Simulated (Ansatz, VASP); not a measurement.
SnSe2 in VASP and in Ansatz

File INCAR:

```
SYSTEM = SnSe2
ALGO = Normal ; EDIFF = 1E-6
ENCUT = 500 ; GGA = PE
GGA_COMPAT = .FALSE. ; ISIF = 2
ISMEAR = 0 ; IVDW = 12
LASPH = .TRUE. ; LCHARG = .FALSE.
LREAL = .FALSE. ; LWAVE = .FALSE.
NBANDS = 20 ; NELM = 120
PREC = Accurate ; SIGMA = 0.03
```

File KPOINTS:

```
k-points
0
G
  12 12 6
  0 0 0
```

Contents of POSCAR:

```
SnSe2
1.0
    3.8475583241      0.0000000000      0.0000000000
   -1.9237791621      3.3320832512      0.0000000000
    0.0000000000      0.0000000000      5.6670686555
Sn Se
1 2
Direct
    0.0000000000      0.0000000000      0.0000000000
    0.3333333333      0.6666666667      0.2651331237
    0.6666666667      0.3333333333      0.7348668763
```

Input for Ansatz:

```yaml
crystal:
  lattice:
    - [3.8475583241, 0.0, 0.0]
    - [-1.9237791621, 3.3320832512, 0.0]
    - [0.0, 0.0, 5.6670686555]
  atoms:
    - { symbol: Sn, position: [0.0, 0.0, 0.0] }
    - { symbol: Se, position: [0.3333333333, 0.6666666667, 0.2651331237] }
    - { symbol: Se, position: [0.6666666667, 0.3333333333, 0.7348668763] }
basis:
  ecutwfc: 420
kpoints:
  mp_grid: { grid: [12, 12, 6] }
hamiltonian:
  xc: pbe
  dispersion: d3bj
scf:
  occupations: { method: gaussian, width: 0.03 }
output:
  forces: true
  stress: true
  eigenvalues: true
```

Alike in both runs: task single point; functional PBE; dispersion D3(BJ); k mesh 12 × 12 × 6; occupations gaussian, width 0.03 eV; no spin polarisation.

|  | VASP | Ansatz |
| --- | --- | --- |
| version | VASP 6.6.1 | Ansatz 0.2.0 |
| potentials or method | VASP PAW PBE potentials, release 64 (Sn_d, Se), cutoff 500 eV | scalar-relativistic, plane waves, PAW |
| valence electrons in the cell | 26 | 46 |

Ansatz gave:

- gap on the k mesh at the Fermi level (eV): 0.18
- least direct gap on the mesh (eV): 0.39
- pressure (GPa): 4.2
- traceless stress, the component that is largest in VASP (GPa): 2.21
- rms of the force components (eV/Å): 0.360

What did VASP give for the same quantities?

gap on the k mesh at the Fermi level (eV): 0.17; least direct gap on the mesh (eV): 0.38; pressure (GPa): 4.3; traceless stress, the component that is largest in VASP (GPa): 2.21; rms of the force components (eV/Å): 0.368.

Atom by atom the forces differ by 0.007 eV/Å (rms over components). VASP's potentials hold 26 valence electrons a cell and Ansatz's 46, so a difference there can come from the potentials and not from the codes.
